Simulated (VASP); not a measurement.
# BAs (F-43m) in VASP: notebook

Aim: see how the results for BAs move with the level of theory and the settings. Levels: PBE-based screened hybrid with 25 % exact exchange, PBE0. Tasks: single point.

All numbers are computed with VASP 6.6.1; they aren't measurements. Logs are shortened: lines on timing, memory, paths and dates and some standing lists are left out, and cuts for length are marked.

## 1. The cell of the first run

The structure is cubic, space group F-43m (No. 216). The conventional cell has a = 4.840 Å, b = 4.840 Å, c = 4.840 Å, α = 90.00°, β = 90.00°, γ = 90.00°. As (site symmetry -43m) has 4 B at 2.10 Å within 2.8 Å. B (site symmetry -43m) has 4 As at 2.10 Å within 2.8 Å.

## 2. Single point, PBE-based screened hybrid with 25 % exact exchange

Contents of POSCAR:

```
BAs
1.0
    0.0000000000      2.4199312360      2.4199312360
    2.4199312360      0.0000000000      2.4199312360
    2.4199312360      2.4199312360      0.0000000000
As B
1 1
Direct
    0.7500000000      0.7500000000      0.7500000000
    0.0000000000      0.0000000000      0.0000000000
```

Contents of INCAR.step1:

```
SYSTEM = BAs
PREC = Accurate
ENCUT = 420
EDIFF = 1E-5
ISMEAR = -1
SIGMA = 0.05
LREAL = .False.
LASPH = .True.
NELM = 120
ALGO = Normal
ISIF = 2
LWAVE = .True.
LCHARG = .False.
NBANDS = 11
GGA = PE
GGA_COMPAT = .False.
```

Contents of INCAR.step2:

```
SYSTEM = BAs
PREC = Accurate
ENCUT = 420
EDIFF = 1E-6
ISMEAR = -1
SIGMA = 0.05
LREAL = .False.
LASPH = .True.
NELM = 120
ALGO = Normal
ISIF = 2
LWAVE = .False.
LCHARG = .False.
GGA = PE
LHFCALC = .True.
AEXX = 0.25
HFSCREEN = 0.3
PRECFOCK = Normal
NBANDS = 11
ISTART = 1
GGA_COMPAT = .False.
```

Contents of KPOINTS:

```
Automatic mesh
0
Gamma
  5 5 5
  0 0 0
```

Potentials or basis: VASP PAW PBE potentials, release 64 (As, B).

Started as:

```sh
$ cat potpaw_PBE.64/As/POTCAR potpaw_PBE.64/B/POTCAR > POTCAR
$ cp INCAR.step1 INCAR
$ mpirun -np 1 vasp_std > vasp.out
$ cp INCAR.step2 INCAR
$ mpirun -np 1 vasp_std > vasp.out
```

OUTCAR:

```text
SYSTEM = BAs
   PREC = Accurate
   ENCUT = 420
   EDIFF = 1E-6
   ISMEAR = -1
   LREAL = .False.
   LASPH = .True.
   NELM = 120
   ISIF = 2
   GGA = PE
   LHFCALC = .True.
   AEXX = 0.25
   HFSCREEN = 0.3
   PRECFOCK = Normal
   ISTART = 1

 ion  position               nearest neighbor table
   1  0.750  0.750  0.750-   2 2.10   2 2.10   2 2.10   2 2.10
   2  0.000  0.000  0.000-   1 2.10   1 2.10   1 2.10   1 2.10

  LATTYP: Found a face centered cubic cell.
 ALAT       =     4.8398624720

  Lattice vectors:

 A1 = (   0.0000000000,   2.4199312360,   2.4199312360)
 A2 = (   2.4199312360,   0.0000000000,   2.4199312360)
 A3 = (   2.4199312360,   2.4199312360,   0.0000000000)

Analysis of symmetry for initial positions (statically):
=====================================================================
 Subroutine PRICEL returns:
 Original cell was already a primitive cell.

 Routine SETGRP: Setting up the symmetry group for a
 face centered cubic supercell.

 Subroutine GETGRP returns: Found 24 space group operations
 (whereof 24 operations were pure point group operations)
 out of a pool of 48 trial point group operations.

The static configuration has the point symmetry T_d .

Analysis of symmetry for dynamics (positions and initial velocities):
=====================================================================
 Subroutine PRICEL returns:
 Original cell was already a primitive cell.

 Routine SETGRP: Setting up the symmetry group for a
 face centered cubic supercell.

 Subroutine GETGRP returns: Found 24 space group operations
 (whereof 24 operations were pure point group operations)
 out of a pool of 48 trial point group operations.

The dynamic configuration has the point symmetry T_d .

 Subroutine INISYM returns: Found 24 space group operations
 (whereof 24 operations are pure point group operations),
 and found     1 'primitive' translations

----------------------------------------------------------------------------------------

                                     Primitive cell

  volume of cell :      28.3426

  direct lattice vectors                    reciprocal lattice vectors
     0.000000000  2.419931236  2.419931236    -0.206617441  0.206617441  0.206617441
     2.419931236  0.000000000  2.419931236     0.206617441 -0.206617441  0.206617441
     2.419931236  2.419931236  0.000000000     0.206617441  0.206617441 -0.206617441

  length of vectors
     3.422299574  3.422299574  3.422299574     0.357871906  0.357871906  0.357871906

  position of ions in fractional coordinates (direct lattice)
     0.750000000  0.750000000  0.750000000
     0.000000000  0.000000000  0.000000000

  ion indices of the primitive-cell ions
   primitive index   ion index
                 1           1
                 2           2

----------------------------------------------------------------------------------------

 KPOINTS: Automatic mesh

Automatic generation of k-mesh.
 Grid dimensions read from file:
 generate k-points for:    5    5    5

 Generating k-lattice:

  Cartesian coordinates                     Fractional coordinates (reciprocal lattice)
    -0.041323488  0.041323488  0.041323488     0.200000000  0.000000000  0.000000000
     0.041323488 -0.041323488  0.041323488     0.000000000  0.200000000  0.000000000
     0.041323488  0.041323488 -0.041323488     0.000000000  0.000000000  0.200000000

  Length of vectors
     0.071574381  0.071574381  0.071574381

  Shift w.r.t. Gamma in fractional coordinates (k-lattice)
     0.000000000  0.000000000  0.000000000

 Subroutine IBZKPT returns following result:
 ===========================================

 Found     10 irreducible k-points:

 Following reciprocal coordinates:
            Coordinates               Weight
  0.000000  0.000000  0.000000      1.000000
  0.200000  0.000000  0.000000      8.000000
  0.400000  0.000000  0.000000      8.000000
  0.200000  0.200000  0.000000      6.000000
  0.400000  0.200000  0.000000     24.000000
 -0.400000  0.200000  0.000000     24.000000
 -0.200000  0.200000  0.000000     12.000000
  0.400000  0.400000  0.000000      6.000000
 -0.400000  0.400000  0.000000     12.000000
 -0.400000  0.400000  0.200000     24.000000
   k-points           NKPTS =     10   k-points in BZ     NKDIM =    125   number of bands    NBANDS=     11
   number of dos      NEDOS =    301   number of ions     NIONS =      2
   total plane-waves  NPLWV =  13824
   dimension x,y,z NGX =    24 NGY =   24 NGZ =   24
   dimension x,y,z NGXF=    48 NGYF=   48 NGZF=   48
   ions per type =               1   1
   NGX,Y,Z   is equivalent  to a cutoff of  11.66, 11.66, 11.66 a.u.
   NGXF,Y,Z  is equivalent  to a cutoff of  23.32, 23.32, 23.32 a.u.
 SYSTEM =  BAs
   PREC   = accura    normal or accurate (medium, high low for compatibility)
   ISTART =      1    job   : 0-new  1-cont  2-samecut
   ICHARG =      0    charge: 1-file 2-atom 10-const
   ISPIN  =      1    spin polarized calculation?
   LNONCOLLINEAR =      F non collinear calculations
   LSORBIT =      F    spin-orbit coupling
   LASPH  =      T    aspherical Exc in radial PAW
   ENCUT  =  420.0 eV  30.87 Ry    5.56 a.u.   5.72  5.72  5.72*2*pi/ulx,y,z
   NELM   =    120;   NELMIN=  2; NELMDL=  0     # of ELM steps
   EDIFF  = 0.1E-05   stopping-criterion for ELM
   LREAL  =      F    real-space projection
   EDIFFG = 0.1E-04   stopping-criterion for IOM
   NSW    =      0    number of steps for IOM
   IBRION =     -1    ionic relax: 0-MD 1-quasi-New 2-CG
   NFREE  =      0    steps in history (QN), initial steepest desc. (CG)
   ISIF   =      2    stress and relaxation
   ISYM   =      3    0-nonsym 1-usesym 2-fastsym
   POTIM  = 0.5000    time-step for ionic-motion
   TEBEG  =    0.0;   TEEND  =   0.0 temperature during run
   PSTRESS=    0.0 pullay stress
   NELECT =       8.0000    total number of electrons
   NUPDOWN=      -1.0000    fix difference up-down
   EMIN   =  10.00;   EMAX   =-10.00  energy-range for DOS
   EFERMI =   0.00;   METHOD = LEGACY
   ISMEAR =    -1;   SIGMA  =   0.05  broadening in eV -4-tet -1-fermi 0-gaus
   EFERMI_NEDOS =   21; number of points for ismear=-14 and -15
   IALGO  =     38    algorithm
   IMIX   =      1    mixing-type and parameters
     AMIX     =   0.40;   BMIX     =  1.00
     AMIX_MAG =   1.60;   BMIX_MAG =  1.00
  volume/ion in A,a.u.               =      14.17        95.63
  Fermi-wavevector in a.u.,A,eV,Ry     =   1.073887  2.029352 15.690683  1.153233
  Thomas-Fermi vector in A             =   2.209699
   LORBIT       =      0    0 simple, 1 ext, 2 COOP (PROOUT), +10 PAW based schemes
   GGA     = PE    functional components
   LHFCALC =     T    Hartree Fock is set to
   PRECFOCK=normal    Normal, Fast or Accurate (Low or Medium for compatibility)
   ENCUT4O =  -1.0   cutoff for four orbital integrals eV
   NKREDX  =     1    reduce k-point grid by
   NKREDY  =     1    reduce k-point grid by
   NKREDZ  =     1    reduce k-point grid by
   AEXX    =    0.2500 exact exchange contribution
   HFSCREEN=    0.3000 screening length (either q_TF or 0.3 A-1)
   HFSCREENC=   0.3000 screening length for correlation (either q_TF or 0.3 A-1)
   ENCUTFOCK=  -1.0 apply spherical cutoff to Coloumb kernel
   IVDW    =     0    specifies the selected vdW correction
   LEPSILON=     F    determine dielectric tensor
   LRPA    =     F    only Hartree local field effects (RPA)
 non-spin polarized calculation
  energy-cutoff  :      420.00
  volume of cell :       28.34
 maximum number of plane-waves:       564
  NGX = 18; NGY = 18; NGZ = 18

 number of electron       7.9999999 magnetization

 Free energy of the ion-electron system (eV)
  ---------------------------------------------------
  ext. energy  EPLUGINS =         0.00000000
  ---------------------------------------------------
  free energy    TOTEN  =       -12.84267479 eV

  energy without entropy =      -12.84267479  energy(sigma->0) =      -12.84267479

 E-fermi :   6.2246     XC(G=0):  -8.7680

 val. band max:        5.3847368267   @ k =   0.0000   0.0000   0.0000
 cond. band min:       7.0981061259   @ k =   0.4000   0.4000   0.0000
 fundamental gap:      1.7133692992
 Fermi energy:         6.2245660484

 k-point     1 :       0.0000    0.0000    0.0000
  band No.  band energies     occupation
      1     -11.0674      2.00000
      2       5.3847      2.00000
      3       5.3847      2.00000
      4       5.3847      2.00000
      5       9.2726      0.00000
      6       9.2726      0.00000
      7       9.2726      0.00000
      8      10.5299      0.00000
      9      15.6121      0.00000
     10      19.0470      0.00000
     11      19.0470      0.00000

 k-point     2 :       0.2000    0.0000    0.0000
  band No.  band energies     occupation
      1     -10.3783      2.00000
      2       1.4500      2.00000
      3       4.4977      2.00000
      4       4.4977      2.00000
      5       9.1083      0.00000
      6      10.4136      0.00000
      7      10.4136      0.00000
      8      13.2440      0.00000
      9      17.2681      0.00000
     10      17.2681      0.00000
     11      17.2987      0.00000

 k-point     3 :       0.4000    0.0000    0.0000
  band No.  band energies     occupation
      1      -8.5953      2.00000
      2      -2.9838      2.00000
      3       3.6155      2.00000
      4       3.6155      2.00000
      5       8.5952      0.00000
      6      10.8754      0.00000
      7      10.8754      0.00000
      8      15.1153      0.00000
      9      18.1885      0.00000
     10      19.2968      0.00000
     11      19.2968      0.00000
[... 71 lines left out ...]
 k-point     9 :      -0.4000    0.4000    0.0000
  band No.  band energies     occupation
      1      -6.5849      2.00000
      2      -3.4983      2.00000
      3      -0.4011      2.00000
      4       1.5551      2.00000
      5       7.7736      0.00000
      6      10.4033      0.00000
      7      16.1114      0.00000
      8      16.3908      0.00000
      9      17.5008      0.00000
     10      20.3327      0.00000
     11      22.8846      0.00000

 k-point    10 :      -0.4000    0.4000    0.2000
  band No.  band energies     occupation
      1      -7.1234      2.00000
      2      -2.8063      2.00000
      3      -0.2476      2.00000
      4       1.1169      2.00000
      5      10.4651      0.00000
      6      11.3688      0.00000
      7      12.1272      0.00000
      8      15.8788      0.00000
      9      17.3016      0.00000
     10      20.3184      0.00000
     11      22.8312      0.00000

------------------------ aborting loop because EDIFF is reached ----------------------------------------

  FORCE on cell =-STRESS in cart. coord.  units (eV):
  Direction    XX          YY          ZZ          XY          YZ          ZX
  --------------------------------------------------------------------------------------
  -------------------------------------------------------------------------------------
  Total       -0.9440114     -0.9440114     -0.9440114     -0.0000000      0.0000000      0.0000000
  in kB      -53.3640441    -53.3640441    -53.3640441     -0.0000000      0.0000000      0.0000000
  external PRESSURE =     -53.3640441 kB  Pullay stress =       0.0000000 kB

 VOLUME and BASIS-vectors are now :
 -----------------------------------------------------------------------------
  energy-cutoff  :      420.00
  volume of cell :       28.34
      direct lattice vectors                 reciprocal lattice vectors
     0.000000000  2.419931236  2.419931236    -0.206617441  0.206617441  0.206617441
     2.419931236  0.000000000  2.419931236     0.206617441 -0.206617441  0.206617441
     2.419931236  2.419931236  0.000000000     0.206617441  0.206617441 -0.206617441

 POSITION                                       TOTAL-FORCE (eV/Angst)
 -----------------------------------------------------------------------------------
      3.62990      3.62990      3.62990        -0.000000     -0.000000     -0.000000
      0.00000      0.00000      0.00000         0.000000      0.000000      0.000000
 -----------------------------------------------------------------------------------
    total drift:                                0.000000     -0.000000     -0.000000

  FREE ENERGIE OF THE ION-ELECTRON SYSTEM (eV)
  ---------------------------------------------------
  free  energy   TOTEN  =       -12.8426747936 eV

  energy  without entropy=      -12.8426747891  energy(sigma->0) =      -12.84267479
```

Run time: 70 s. Hardware: 1 thread of Intel Xeon 6975P-C (Granite Rapids), shared host; peak memory 0.24 GiB.

What came out:

```yaml
Free_energy: -12.8427 eV
Pressure: -5.3 GPa
Band_gap_on_the_k_mesh: 1.71 eV (least direct gap 3.89 eV)
```

Caveat: the k points lie up to 0.45 Å⁻¹ apart; the PAW data sets were made with another functional, which shifts forces and pressure a little; an odd mesh through Γ misses points on the zone boundary, where band edges can lie.

## 3. Single point, PBE-based screened hybrid with 25 % exact exchange

This run uses another cell than the first one, of 14.44 Å³/atom.

Contents of POSCAR:

```
BAs
1.0
    0.0000000000      2.4353452264      2.4353452264
    2.4353452264      0.0000000000      2.4353452264
    2.4353452264      2.4353452264      0.0000000000
As B
1 1
Direct
    0.7500000000      0.7500000000      0.7500000000
    0.0000000000      0.0000000000      0.0000000000
```

Changes to INCAR.step1 since step 2:

```diff
@@ -13,4 +13,4 @@
 LCHARG = .False.
+GGA = PE
 NBANDS = 11
-GGA = PE
 GGA_COMPAT = .False.
```

Changes to INCAR.step2 since step 2:

```diff
@@ -18,4 +18,4 @@
 PRECFOCK = Normal
+ISTART = 1
 NBANDS = 11
-ISTART = 1
 GGA_COMPAT = .False.
```

Contents of KPOINTS:

```
regular mesh
0
Gamma
  5 5 5
  0 0 0
```

Potentials or basis: VASP PAW PBE potentials, release 64 (As, B).

Started as:

```sh
$ cat potpaw_PBE.64/As/POTCAR potpaw_PBE.64/B/POTCAR > POTCAR
$ cp INCAR.step1 INCAR
$ mpirun -np 1 vasp_std > vasp.out
$ cp INCAR.step2 INCAR
$ mpirun -np 1 vasp_std > vasp.out
```

It took 69 s on 1 thread of Intel Xeon 6975P-C (Granite Rapids), shared host; peak memory 0.24 GiB.

The run converged. Its results:

* Free energy: -12.8207 eV
* Pressure: -7.6 GPa
* Band gap on the k mesh: 1.73 eV (least direct gap 3.86 eV)

Levels at points of the mesh, in eV from the valence-band top:
```csv
k point,band 1,band 2,band 3,band 4,band 5,band 6,band 7,band 8,band 9
"(0.00, 0.00, 0.00)",-16.27,0.00,0.00,0.00,3.86,3.86,3.86,4.89,10.13
```

Caveat: the k points lie up to 0.45 Å⁻¹ apart; the PAW data sets were made with another functional, which shifts forces and pressure a little; an odd mesh through Γ misses points on the zone boundary, where band edges can lie.

## 4. Single point, PBE-based screened hybrid with 25 % exact exchange

This run uses another cell than the first one, of 13.63 Å³/atom.

Contents of POSCAR:

```
BAs
1.0
    0.0000000000      2.3885000000      2.3885000000
    2.3885000000      0.0000000000      2.3885000000
    2.3885000000      2.3885000000      0.0000000000
As B
1 1
Direct
    0.7500000000      0.7500000000      0.7500000000
    0.0000000000      0.0000000000      0.0000000000
```

INCAR.step1 is that of step 3.

INCAR.step2 is that of step 3.

Contents of KPOINTS:

```
Automatic mesh
0
Gamma
  6 6 6
  0 0 0
```

Started as:

```sh
$ cat potpaw_PBE.64/As/POTCAR potpaw_PBE.64/B/POTCAR > POTCAR
$ cp INCAR.step1 INCAR
$ mpirun -np 1 vasp_std > vasp.out
$ cp INCAR.step2 INCAR
$ mpirun -np 1 vasp_std > vasp.out
```

Run time: 3 min. Hardware: 1 thread of Intel Xeon 6975P-C (Granite Rapids), shared host; peak memory 0.24 GiB.

It converged, with:

* Free energy: -12.8968 eV
* Pressure: -0.2 GPa
* Band gap on the k mesh: 1.78 eV (least direct gap 3.94 eV)

Levels at points of the mesh, in eV from the valence-band top:
```csv
k point,band 1,band 2,band 3,band 4,band 5,band 6,band 7,band 8,band 9
"(0.00, 0.00, 0.00)",-16.83,0.00,0.00,0.00,3.94,3.94,3.94,5.66,10.42
"(0.50, 0.00, 0.00)",-13.65,-9.58,-1.96,-1.96,3.37,5.50,5.50,9.80,13.86
"(0.50, 0.50, 0.00)",-12.15,-9.38,-4.41,-4.41,1.90,1.98,12.69,12.69,14.20
```

Caveat: the PAW data sets were made with another functional, which shifts forces and pressure a little.

## 5. Single point, PBE0

This run uses another cell than the first one, of 12.81 Å³/atom.

Contents of POSCAR:

```
BAs
1.0
    0.0000000000      2.3397414207      2.3397414207
    2.3397414207      0.0000000000      2.3397414207
    2.3397414207      2.3397414207      0.0000000000
As B
1 1
Direct
    0.7500000000      0.7500000000      0.7500000000
    0.0000000000      0.0000000000      0.0000000000
```

Contents of INCAR.step1:

```
SYSTEM = BAs
ALGO = Normal
EDIFF = 1E-5
ENCUT = 520
GGA = PE
ISIF = 2
ISMEAR = -1
LASPH = .True.
LREAL = .False.
LWAVE = .True.
NBANDS = 11
NELM = 80
PREC = Accurate
SIGMA = 0.05
```

Contents of INCAR.step2:

```
SYSTEM = BAs
AEXX = 0.25
ALGO = Normal
EDIFF = 1E-6
ENCUT = 520
GGA = PE
ISIF = 2
ISMEAR = -1
ISTART = 1
LASPH = .True.
LCHARG = .True.
LELF = .True.
LHFCALC = .True.
LREAL = .False.
LVHAR = .True.
LWAVE = .False.
NBANDS = 11
NELM = 80
PREC = Accurate
PRECFOCK = Normal
SIGMA = 0.05
```

Contents of KPOINTS:

```
k-points
0
Gamma
  5 5 5
  0 0 0
```

Started as:

```sh
$ cat potpaw_PBE.64/As/POTCAR potpaw_PBE.64/B/POTCAR > POTCAR
$ cp INCAR.step1 INCAR
$ mpirun -np 1 vasp_std > vasp.out
$ cp INCAR.step2 INCAR
$ mpirun -np 1 vasp_std > vasp.out
```

Wall time 4.4 min (1 thread of Intel Xeon 8259CL, shared host); peak memory 0.17 GiB.

The run converged. Its results:

| Property | Result |
| --- | --- |
| Free energy | -14.1068 eV |
| Pressure | 9.6 GPa |
| Band gap on the k mesh | 2.52 eV (least direct gap 4.94 eV) |

Levels at points of the mesh, in eV from the valence-band top:
```tsv
k point	band 1	band 2	band 3	band 4	band 5	band 6	band 7	band 8	band 9
(0.00, 0.00, 0.00)	-17.63	0.00	0.00	0.00	4.94	4.94	4.94	7.51	11.73
```

Caveat: the k points lie up to 0.47 Å⁻¹ apart; the PAW data sets were made with another functional, which shifts forces and pressure a little; an odd mesh through Γ misses points on the zone boundary, where band edges can lie.

## 6. The runs side by side

| level | cell | k mesh | cutoff (eV) | screening parameter | gap on the mesh (eV) | pressure (GPa) |
| --- | --- | --- | --- | --- | --- | --- |
| PBE-based screened hybrid with 25 % exact exchange | a = 3.422 Å, angles 60.0°, 2 atoms | 5 × 5 × 5 | 420 | 0.3 1/Å | 1.71 | -5.3 |
| PBE-based screened hybrid with 25 % exact exchange | a = 3.444 Å, angles 60.0°, 2 atoms | 5 × 5 × 5 | 420 | 0.3 1/Å | 1.73 | -7.6 |
| PBE-based screened hybrid with 25 % exact exchange | a = 3.378 Å, angles 60.0°, 2 atoms | 6 × 6 × 6 | 420 | 0.3 1/Å | 1.78 | -0.2 |
| PBE0 | a = 3.309 Å, angles 60.0°, 2 atoms | 5 × 5 × 5 | 520 | - | 2.52 | 9.6 |

Alike in all rows: task single point; potentials or basis VASP PAW PBE potentials, release 64 (As, B); no spin polarisation; smearing fermi-dirac 0.05 eV.

Caveats: some runs use coarse meshes; the PAW data sets were made with another functional, which shifts forces and pressure a little; an odd mesh through Γ misses points on the zone boundary, where band edges can lie (at least some runs).

Total energies depend on the potentials used, so only differences within one code and one set of settings carry meaning.
